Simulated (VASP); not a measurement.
A run of VASP 6.6.1 is set up as follows.

File INCAR:

```
  PREC = Accurate
  ENCUT = 520
  EDIFF = 1E-6
  ISMEAR = 0
  SIGMA = 0.15
  LREAL = F
  LASPH = T
  NELM = 60
  ALGO = Fast
  ISIF = 2
  LWAVE = F
  LCHARG = F
  GGA = PS
  NBANDS = 22
```

Contents of KPOINTS:

```
regular mesh
0
Gamma
  24 24 14
```

Contents of POSCAR:

```
Rh
1.0
    2.6080740025      0.0000000000      0.0000000000
   -1.3040370012      2.2586583411      0.0000000000
    0.0000000000      0.0000000000      4.3290202437
Rh
2
Direct
    0.6666666667      0.3333333333      0.7500000000
    0.3333333333      0.6666666667      0.2500000000
```

Potentials or basis: VASP PAW PBE potentials, release 64 (Rh_pv).

The run is started by

```console
$ cat potpaw_PBE.64/Rh_pv/POTCAR > POTCAR
$ mpirun -np 1 vasp_std > vasp.out
```

Question: Estimate the band gap on the k mesh.

Answer: Zero (bands 15 and 16 overlap by 2.87 eV).

Question: What does it give for the pressure?

Answer: 20.9 GPa.

Stress tensor (GPa, compression positive):
```
24.25  0.00  0.00
 0.00 24.25  0.00
 0.00  0.00 14.23
```

Caveat: the cell differs from its parent crystal (strain -0.0300 x Voigt [1, 1, 0, 0, 0, 0]); the stress differs along the axes, from 14 to 24 GPa; the PAW data sets were made with another functional, which shifts forces and pressure a little.
